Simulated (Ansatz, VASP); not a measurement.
One calculation of AlN, two programs

```
Al N
1.0
     0.00000    2.00509    2.00509
     2.00509    0.00000    2.00509
     2.00509    2.00509    0.00000
Al N
1 1
Direct
  0.50000 0.50000 0.50000
  0.00000 0.00000 0.00000
```

Alike in both runs: functional LDA; k mesh 8 × 8 × 8; occupations gaussian, width 0.02 eV; no spin polarisation.

Ansatz relaxed the structure, and its values are those at the end. VASP's run is a single point on that final structure, the one shown.

```csv
,VASP,Ansatz
version,VASP 6.6.1,Ansatz 0.2.0
potentials or method,"VASP PAW LDA potentials, release 64 (Al, N), cutoff 600 eV","scalar-relativistic, plane waves, PAW"
valence electrons in the cell,8,8
```

Ansatz gave:

| Item | Value |
| --- | --- |
| gap on the k mesh at the Fermi level (eV) | 4.71 |
| least direct gap on the mesh (eV) | 6.11 |
| pressure (GPa) | 0.0 |

Estimate VASP's values.

gap on the k mesh at the Fermi level (eV): 4.70; least direct gap on the mesh (eV): 6.13; pressure (GPa): 0.7.

Ansatz warns that its potentials were made for another functional, while VASP's fit it. LDA's correlation is that of Perdew and Zunger in VASP and of Perdew and Wang (1992) in Ansatz.
